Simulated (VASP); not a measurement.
Fe:

```
Fe
1.0
     0.00000    1.95460    1.97812
     1.50836    0.00000    1.97812
     1.50836    1.95460    0.00000
Fe
1
Direct
  0.00000 0.00000 0.00000
```

This cell differs from its parent crystal: volume scaled by 1.02.

Base run:

```yaml
Program: VASP 6.6.1
Functional: PBE
Potentials_or_basis: VASP PAW PBE potentials, release 64 (Fe)
Cutoff: 520 eV
k_mesh: 13 × 13 × 13
Occupations: fermi-dirac, width 0.05 eV
Spin: collinear spin, ferromagnetic start
Starting_moments: "[3.0] μB"
```

Its results: pressure -4.0 GPa; net moment 2.25 μB per cell; site moments Fe +2.25 μB.

Task: The run is repeated on the same cell with these changes: functional from PBE to PBEsol. What comes out?

Result: Pressure -12.8 GPa; net moment 2.25 μB per cell; site moments Fe +2.25 μB.

PBEsol binds more tightly than PBE, so the same cell stands under less pressure.

Caveats: the PAW data sets were made with another functional, which shifts forces and pressure a little (some runs).
